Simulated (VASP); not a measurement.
# MgO (Fm-3m) in VASP: a series of runs

The runs below take MgO through single point, with HSE06.

Program: VASP 6.6.1. These are calculated values, not measurements. Logs are shortened: lines on timing, memory, paths and dates and some standing lists are left out, and cuts for length are marked.

### Step 1. The cell of the first run

Symmetry: Fm-3m, No. 225, cubic system. Conventional cell: a = 4.246 Å, b = 4.246 Å, c = 4.246 Å, α = 90.00°, β = 90.00°, γ = 90.00°. Mg (site symmetry m-3m) has 6 O at 2.12 Å within 2.8 Å. Within 2.8 Å of O (site symmetry m-3m) lie 6 Mg at 2.12 Å.

### Step 2. Single point, HSE06 (strain +1.0%)

The input, POSCAR:

```
MgO
1.0
    0.0000000000      2.1231890896      2.1231890896
    2.1231890896      0.0000000000      2.1231890896
    2.1231890896      2.1231890896      0.0000000000
Mg O
1 1
Direct
    0.0000000000      0.0000000000      0.0000000000
    0.5000000000      0.5000000000      0.5000000000
```

The input, INCAR.step1:

```
SYSTEM = MgO
PREC     = Accurate       ! precision mode
ENCUT    = 520            ! plane-wave cutoff, eV
EDIFF    = 1E-5           ! SCF threshold, eV
ISMEAR   = 0              ! smearing method
SIGMA    = 0.01           ! smearing width, eV
LREAL    = .False.        ! projectors in reciprocal space
LASPH    = .True.         ! aspherical terms in the spheres
NELM     = 80             ! most SCF steps
ALGO     = Normal         ! electronic algorithm
ISIF     = 2              ! what is computed and relaxed
LWAVE    = .True.         ! write WAVECAR
LCHARG   = .False.        ! write CHGCAR
NBANDS   = 11             ! bands
GGA      = PE             ! functional
```

The input, INCAR.step2:

```
SYSTEM = MgO
PREC     = Accurate       ! precision mode
ENCUT    = 520            ! plane-wave cutoff, eV
EDIFF    = 1E-6           ! SCF threshold, eV
ISMEAR   = 0              ! smearing method
SIGMA    = 0.01           ! smearing width, eV
LREAL    = .False.        ! projectors in reciprocal space
LASPH    = .True.         ! aspherical terms in the spheres
NELM     = 80             ! most SCF steps
ALGO     = Normal         ! electronic algorithm
ISIF     = 2              ! what is computed and relaxed
LWAVE    = .False.        ! write WAVECAR
LCHARG   = .False.        ! write CHGCAR
GGA      = PE             ! functional
LHFCALC  = .True.         ! exact exchange
HFSCREEN = 0.2079         ! screening, 1/A
PRECFOCK = Normal       
NBANDS   = 11             ! bands
ISTART   = 1
```

The input, KPOINTS:

```
Automatic mesh
0
Gamma
  8 8 8
  0 0 0
```

Potentials or basis: VASP PAW PBE potentials, release 64 (Mg, O).

Run with:

```
$ cat potpaw_PBE.64/Mg/POTCAR potpaw_PBE.64/O/POTCAR > POTCAR
$ cp INCAR.step1 INCAR
$ mpirun -np 1 vasp_std > vasp.out
$ cp INCAR.step2 INCAR
$ mpirun -np 1 vasp_std > vasp.out
```

OUTCAR:

```text
SYSTEM = MgO
   PREC = Accurate
   ENCUT = 520
   EDIFF = 1E-6
   ISMEAR = 0
   LREAL = .False.
   LASPH = .True.
   NELM = 80
   ISIF = 2
   GGA = PE
   LHFCALC = .True.
   HFSCREEN = 0.2079
   PRECFOCK = Normal
   ISTART = 1

 ion  position               nearest neighbor table
   1  0.000  0.000  0.000-   2 2.12   2 2.12   2 2.12   2 2.12   2 2.12   2 2.12
   2  0.500  0.500  0.500-   1 2.12   1 2.12   1 2.12   1 2.12   1 2.12   1 2.12

  LATTYP: Found a face centered cubic cell.
 ALAT       =     4.2463781792

  Lattice vectors:

 A1 = (   0.0000000000,   2.1231890896,   2.1231890896)
 A2 = (   2.1231890896,   0.0000000000,   2.1231890896)
 A3 = (   2.1231890896,   2.1231890896,   0.0000000000)

Analysis of symmetry for initial positions (statically):
=====================================================================
 Subroutine PRICEL returns:
 Original cell was already a primitive cell.

 Routine SETGRP: Setting up the symmetry group for a
 face centered cubic supercell.

 Subroutine GETGRP returns: Found 48 space group operations
 (whereof 48 operations were pure point group operations)
 out of a pool of 48 trial point group operations.

The static configuration has the point symmetry O_h .

Analysis of symmetry for dynamics (positions and initial velocities):
=====================================================================
 Subroutine PRICEL returns:
 Original cell was already a primitive cell.

 Routine SETGRP: Setting up the symmetry group for a
 face centered cubic supercell.

 Subroutine GETGRP returns: Found 48 space group operations
 (whereof 48 operations were pure point group operations)
 out of a pool of 48 trial point group operations.

The dynamic configuration has the point symmetry O_h .

 Subroutine INISYM returns: Found 48 space group operations
 (whereof 48 operations are pure point group operations),
 and found     1 'primitive' translations

----------------------------------------------------------------------------------------

                                     Primitive cell

  volume of cell :      19.1424

  direct lattice vectors                    reciprocal lattice vectors
     0.000000000  2.123189090  2.123189090    -0.235494805  0.235494805  0.235494805
     2.123189090  0.000000000  2.123189090     0.235494805 -0.235494805  0.235494805
     2.123189090  2.123189090  0.000000000     0.235494805  0.235494805 -0.235494805

  length of vectors
     3.002642806  3.002642806  3.002642806     0.407888967  0.407888967  0.407888967

  position of ions in fractional coordinates (direct lattice)
     0.000000000  0.000000000  0.000000000
     0.500000000  0.500000000  0.500000000

  ion indices of the primitive-cell ions
   primitive index   ion index
                 1           1
                 2           2

----------------------------------------------------------------------------------------

 KPOINTS: Automatic mesh

Automatic generation of k-mesh.
 Grid dimensions read from file:
 generate k-points for:    8    8    8

 Generating k-lattice:

  Cartesian coordinates                     Fractional coordinates (reciprocal lattice)
    -0.029436851  0.029436851  0.029436851     0.125000000  0.000000000  0.000000000
     0.029436851 -0.029436851  0.029436851     0.000000000  0.125000000  0.000000000
     0.029436851  0.029436851 -0.029436851     0.000000000  0.000000000  0.125000000

  Length of vectors
     0.050986121  0.050986121  0.050986121

  Shift w.r.t. Gamma in fractional coordinates (k-lattice)
     0.000000000  0.000000000  0.000000000

 Subroutine IBZKPT returns following result:
 ===========================================

 Found     29 irreducible k-points:

 Following reciprocal coordinates:
            Coordinates               Weight
  0.000000  0.000000  0.000000      1.000000
  0.125000  0.000000  0.000000      8.000000
  0.250000  0.000000  0.000000      8.000000
  0.375000  0.000000  0.000000      8.000000
  0.500000  0.000000  0.000000      4.000000
  0.125000  0.125000  0.000000      6.000000
[... 49 lines left out ...]
      8      19.3666      0.00000
      9      23.2270      0.00000
     10      25.1353      0.00000
     11      25.1353      0.00000

 k-point     2 :       0.1250    0.0000    0.0000
  band No.  band energies     occupation
      1     -16.7628      2.00000
      2       0.8063      2.00000
      3       1.6634      2.00000
      4       1.6634      2.00000
      5       8.8847      0.00000
      6      17.6705      0.00000
      7      19.7325      0.00000
      8      19.7325      0.00000
      9      24.1258      0.00000
     10      24.1258      0.00000
     11      25.4215      0.00000

 k-point     3 :       0.2500    0.0000    0.0000
  band No.  band energies     occupation
      1     -16.3370      2.00000
      2      -0.9831      2.00000
      3       1.4147      2.00000
      4       1.4147      2.00000
      5      10.4201      0.00000
      6      16.1477      0.00000
      7      20.2141      0.00000
      8      20.2141      0.00000
      9      23.7475      0.00000
     10      23.7475      0.00000
     11      25.5430      0.00000

 k-point     4 :       0.3750    0.0000    0.0000
  band No.  band energies     occupation
      1     -15.8606      2.00000
      2      -2.4688      2.00000
      3       1.1801      2.00000
      4       1.1801      2.00000
      5      11.1730      0.00000
      6      16.0442      0.00000
      7      20.0016      0.00000
      8      20.0016      0.00000
      9      24.7325      0.00000
     10      25.1413      0.00000
     11      25.1413      0.00000
[... 239 lines left out ...]
 k-point    22 :       0.3750    0.2500    0.1250
  band No.  band energies     occupation
      1     -16.0321      2.00000
      2      -1.3608      2.00000
      3       0.5668      2.00000
      4       1.1261      2.00000
      5      11.9076      0.00000
      6      15.0093      0.00000
      7      18.5971      0.00000
      8      21.1671      0.00000
      9      21.7427      0.00000
     10      26.1076      0.00000
     11      29.4139      0.00000

 k-point    23 :       0.5000    0.2500    0.1250
  band No.  band energies     occupation
      1     -15.6569      2.00000
      2      -2.0924      2.00000
      3      -0.0274      2.00000
      4       0.8607      2.00000
      5      12.9568      0.00000
      6      15.2426      0.00000
      7      17.4126      0.00000
      8      20.7488      0.00000
      9      23.3356      0.00000
     10      26.0862      0.00000
     11      29.6010      0.00000

 k-point    24 :      -0.3750    0.2500    0.1250
  band No.  band energies     occupation
      1     -15.4910      2.00000
      2      -2.4014      2.00000
      3      -0.2408      2.00000
      4       0.7343      2.00000
      5      13.1307      0.00000
      6      15.8680      0.00000
      7      16.9725      0.00000
      8      20.4851      0.00000
      9      24.1397      0.00000
     10      25.7716      0.00000
     11      29.7435      0.00000

 [... further k-points ...]

------------------------ aborting loop because EDIFF is reached ----------------------------------------

  FORCE on cell =-STRESS in cart. coord.  units (eV):
  Direction    XX          YY          ZZ          XY          YZ          ZX
  --------------------------------------------------------------------------------------
  -------------------------------------------------------------------------------------
  Total       -0.6391849     -0.6391849     -0.6391849      0.0000000     -0.0000000      0.0000000
  in kB      -53.4984364    -53.4984364    -53.4984364      0.0000000     -0.0000000      0.0000000
  external PRESSURE =     -53.4984364 kB  Pullay stress =       0.0000000 kB

 VOLUME and BASIS-vectors are now :
 -----------------------------------------------------------------------------
  energy-cutoff  :      520.00
  volume of cell :       19.14
      direct lattice vectors                 reciprocal lattice vectors
     0.000000000  2.123189090  2.123189090    -0.235494805  0.235494805  0.235494805
     2.123189090  0.000000000  2.123189090     0.235494805 -0.235494805  0.235494805
     2.123189090  2.123189090  0.000000000     0.235494805  0.235494805 -0.235494805

 POSITION                                       TOTAL-FORCE (eV/Angst)
 -----------------------------------------------------------------------------------
      0.00000      0.00000      0.00000         0.000000      0.000000      0.000000
      2.12319      2.12319      2.12319        -0.000000     -0.000000     -0.000000
 -----------------------------------------------------------------------------------
    total drift:                                0.000007      0.000016      0.000027

  FREE ENERGIE OF THE ION-ELECTRON SYSTEM (eV)
  ---------------------------------------------------
  free  energy   TOTEN  =       -14.2002042662 eV

  energy  without entropy=      -14.2002042662  energy(sigma->0) =      -14.20020427
```

Wall time 50 min (1 thread of Intel Xeon Platinum 8375C at 2.90GHz (Ice Lake), shared host); peak memory 0.26 GiB.

Results:

- Free energy: -14.2002 eV
- Pressure: -5.3 GPa
- Band gap on the k mesh: 6.18 eV

Caveat: the cell differs from its parent crystal (strain +1.0%); the cell stands under tension; the PAW data sets were made with another functional, which shifts forces and pressure a little.

### Step 3. Single point, HSE06 (strain +2.0%)

The input, POSCAR:

```
MgO
1.0
    0.0000000000      2.1442107638      2.1442107638
    2.1442107638      0.0000000000      2.1442107638
    2.1442107638      2.1442107638      0.0000000000
Mg O
1 1
Direct
    0.0000000000      0.0000000000      0.0000000000
    0.5000000000      0.5000000000      0.5000000000
```

The input, INCAR.step1:

```
SYSTEM = MgO
PREC     = Accurate       ! precision mode
ENCUT    = 520            ! plane-wave cutoff, eV
EDIFF    = 1E-5           ! SCF threshold, eV
ISMEAR   = 0              ! smearing method
SIGMA    = 0.01           ! smearing width, eV
LREAL    = .FALSE.        ! projectors in reciprocal space
LASPH    = .TRUE.         ! aspherical terms in the spheres
NELM     = 60             ! most SCF steps
ALGO     = Normal         ! electronic algorithm
ISIF     = 2              ! what is computed and relaxed
LWAVE    = .TRUE.         ! write WAVECAR
LCHARG   = .FALSE.        ! write CHGCAR
NBANDS   = 11             ! bands
GGA      = PE             ! functional
```

The input, INCAR.step2:

```
SYSTEM = MgO
PREC     = Accurate       ! precision mode
ENCUT    = 520            ! plane-wave cutoff, eV
EDIFF    = 1E-6           ! SCF threshold, eV
ISMEAR   = 0              ! smearing method
SIGMA    = 0.01           ! smearing width, eV
LREAL    = .FALSE.        ! projectors in reciprocal space
LASPH    = .TRUE.         ! aspherical terms in the spheres
NELM     = 60             ! most SCF steps
ALGO     = Normal         ! electronic algorithm
ISIF     = 2              ! what is computed and relaxed
LWAVE    = .FALSE.        ! write WAVECAR
LCHARG   = .FALSE.        ! write CHGCAR
GGA      = PE             ! functional
LHFCALC  = .TRUE.         ! exact exchange
HFSCREEN = 0.2079         ! screening, 1/A
PRECFOCK = Normal       
NBANDS   = 11             ! bands
ISTART   = 1
```

The input, KPOINTS:

```
regular mesh
0
G
  8 8 8
  0 0 0
```

Potentials or basis: VASP PAW PBE potentials, release 64 (Mg, O).

Run with:

```
$ cat potpaw_PBE.64/Mg/POTCAR potpaw_PBE.64/O/POTCAR > POTCAR
$ cp INCAR.step1 INCAR
$ mpirun -np 1 vasp_std > vasp.out
$ cp INCAR.step2 INCAR
$ mpirun -np 1 vasp_std > vasp.out
```

Run time: 36 min. Hardware: 1 thread of Intel Xeon Platinum 8375C at 2.90GHz (Ice Lake), shared host; peak memory 0.26 GiB.

Results (log left out):

```yaml
Free_energy: -14.1742 eV
Pressure: -9.5 GPa
Band_gap_on_the_k_mesh: 5.88 eV
```

Levels at points of the mesh, in eV from the valence-band top:
| k point | band 2 | band 3 | band 4 | band 5 | band 6 | band 7 |
| --- | --- | --- | --- | --- | --- | --- |
| (0.00, 0.00, 0.00) | 0.00 | 0.00 | 0.00 | 5.88 | 17.41 | 17.41 |
| (0.50, 0.00, 0.00) | -4.68 | -0.65 | -0.65 | 9.29 | 14.20 | 17.73 |
| (0.50, 0.50, 0.00) | -4.15 | -1.39 | -1.39 | 10.75 | 11.23 | 14.74 |

Caveat: the cell differs from its parent crystal (strain +2.0%); the cell stands under tension; the PAW data sets were made with another functional, which shifts forces and pressure a little.

### Step 4. Single point, HSE06 (strain -2.0%)

The input, POSCAR:

```
MgO
1.0
    0.0000000000      2.0601240671      2.0601240671
    2.0601240671      0.0000000000      2.0601240671
    2.0601240671      2.0601240671      0.0000000000
Mg O
1 1
Direct
    0.0000000000      0.0000000000      0.0000000000
    0.5000000000      0.5000000000      0.5000000000
```

The input, INCAR.step1:

```
ALGO     = Normal         # electronic algorithm
EDIFF    = 1E-5           # SCF threshold, eV
ENCUT    = 520            # plane-wave cutoff, eV
GGA      = PE             # functional
ISIF     = 2              # what is computed and relaxed
ISMEAR   = 0              # smearing method
LASPH    = T              # aspherical terms in the spheres
LREAL    = F              # projectors in reciprocal space
LWAVE    = T              # write WAVECAR
NBANDS   = 11             # bands
NELM     = 60             # most SCF steps
PREC     = Accurate       # precision mode
SIGMA    = 0.01           # smearing width, eV
```

The input, INCAR.step2:

```
ALGO     = Normal         # electronic algorithm
EDIFF    = 1E-6           # SCF threshold, eV
ENCUT    = 520            # plane-wave cutoff, eV
GGA      = PE             # functional
HFSCREEN = 0.2079         # screening, 1/A
ISIF     = 2              # what is computed and relaxed
ISMEAR   = 0              # smearing method
ISTART   = 1            
LASPH    = T              # aspherical terms in the spheres
LCHARG   = T              # write CHGCAR
LELF     = T              # ELF
LHFCALC  = T              # exact exchange
LREAL    = F              # projectors in reciprocal space
LVHAR    = T            
LWAVE    = F              # write WAVECAR
NBANDS   = 11             # bands
NELM     = 60             # most SCF steps
PREC     = Accurate       # precision mode
PRECFOCK = Normal       
SIGMA    = 0.01           # smearing width, eV
```

The input, KPOINTS:

```
k-points
0
Gamma
  8 8 8
```

Run with:

```
$ cat potpaw_PBE.64/Mg/POTCAR potpaw_PBE.64/O/POTCAR > POTCAR
$ cp INCAR.step1 INCAR
$ mpirun -np 1 vasp_std > vasp.out
$ cp INCAR.step2 INCAR
$ mpirun -np 1 vasp_std > vasp.out
```

It took 43 min on 1 thread of AMD EPYC 7R43 (Zen 3), shared host; peak memory 0.23 GiB.

It converged, with:

- Free energy: -14.1760 eV
- Pressure: 10.9 GPa
- Band gap on the k mesh: 7.17 eV

Levels at points of the mesh, in eV from the valence-band top:
| k point | band 1 | band 2 | band 3 | band 4 | band 5 | band 6 | band 7 | band 8 |
| --- | --- | --- | --- | --- | --- | --- | --- | --- |
| (0.00, 0.00, 0.00) | -19.18 | 0.00 | 0.00 | 0.00 | 7.17 | 18.17 | 18.17 | 18.17 |
| (0.50, 0.00, 0.00) | -17.66 | -5.25 | -0.79 | -0.79 | 10.14 | 15.69 | 19.06 | 19.06 |
| (0.50, 0.50, 0.00) | -17.36 | -4.68 | -1.57 | -1.57 | 10.95 | 12.64 | 16.14 | 22.47 |

Caveat: the cell differs from its parent crystal (strain -2.0%); the cell stands under pressure; the PAW data sets were made with another functional, which shifts forces and pressure a little.

### Step 5. Single point, HSE06 (strain -1.0%)

The input, POSCAR:

```
MgO
1.0
    0.0000000000      2.0811457413      2.0811457413
    2.0811457413      0.0000000000      2.0811457413
    2.0811457413      2.0811457413      0.0000000000
Mg O
1 1
Direct
    0.0000000000      0.0000000000      0.0000000000
    0.5000000000      0.5000000000      0.5000000000
```

The input, INCAR.step1:

```
SYSTEM = MgO
PREC = Accurate
ENCUT = 520
EDIFF = 1E-5
ISMEAR = 0
SIGMA = 0.01
LREAL = .False.
LASPH = .True.
NELM = 80
ALGO = Normal
ISIF = 2
LWAVE = .True.
LCHARG = .False.
GGA = PE
NBANDS = 11
```

The input, INCAR.step2:

```
SYSTEM = MgO
PREC = Accurate
ENCUT = 520
EDIFF = 1E-7
ISMEAR = 0
SIGMA = 0.01
LREAL = .False.
LASPH = .True.
NELM = 80
ALGO = Normal
ISIF = 2
LWAVE = .False.
LCHARG = .False.
GGA = PE
LHFCALC = .True.
HFSCREEN = 0.2079
PRECFOCK = Normal
ISTART = 1
NBANDS = 11
```

The input, KPOINTS:

```
regular mesh
0
Gamma
  8 8 8
  0 0 0
```

Run with:

```
$ cat potpaw_PBE.64/Mg/POTCAR potpaw_PBE.64/O/POTCAR > POTCAR
$ cp INCAR.step1 INCAR
$ mpirun -np 1 vasp_std > vasp.out
$ cp INCAR.step2 INCAR
$ mpirun -np 1 vasp_std > vasp.out
```

Wall time 45 min (1 thread of AMD EPYC 7R43 (Zen 3), shared host); peak memory 0.23 GiB.

The run converged. Its results:

* Free energy: -14.2027 eV
* Pressure: 4.7 GPa
* Band gap on the k mesh: 6.82 eV

Levels at points of the mesh, in eV from the valence-band top:
```csv
k point,band 2,band 3,band 4,band 5,band 6,band 7
"(0.00, 0.00, 0.00)",0.00,0.00,0.00,6.82,17.97,17.97
"(0.50, 0.00, 0.00)",-5.10,-0.76,-0.76,9.92,15.30,18.71
"(0.50, 0.50, 0.00)",-4.54,-1.52,-1.52,10.91,12.27,15.77
```

Caveat: the cell differs from its parent crystal (strain -1.0%); the cell stands under pressure; the PAW data sets were made with another functional, which shifts forces and pressure a little.

### Step 6. Summary

| cell | gap on the mesh (eV) | pressure (GPa) |
| --- | --- | --- |
| a = 3.003 Å, angles 60.0°, 2 atoms | 6.18 | -5.3 |
| a = 3.032 Å, angles 60.0°, 2 atoms | 5.88 | -9.5 |
| a = 2.913 Å, angles 60.0°, 2 atoms | 7.17 | 10.9 |
| a = 2.943 Å, angles 60.0°, 2 atoms | 6.82 | 4.7 |

Alike in all rows: task single point; level HSE06; potentials or basis VASP PAW PBE potentials, release 64 (Mg, O); no spin polarisation; k mesh 8 × 8 × 8; cutoff (eV) 520; smearing gaussian 0.01 eV.

Caveats: the PAW data sets were made with another functional, which shifts forces and pressure a little; the cell stands under tension (at least some runs); the cell stands under pressure (at least some runs).

Absolute energies hang on the potentials; compare differences alone.
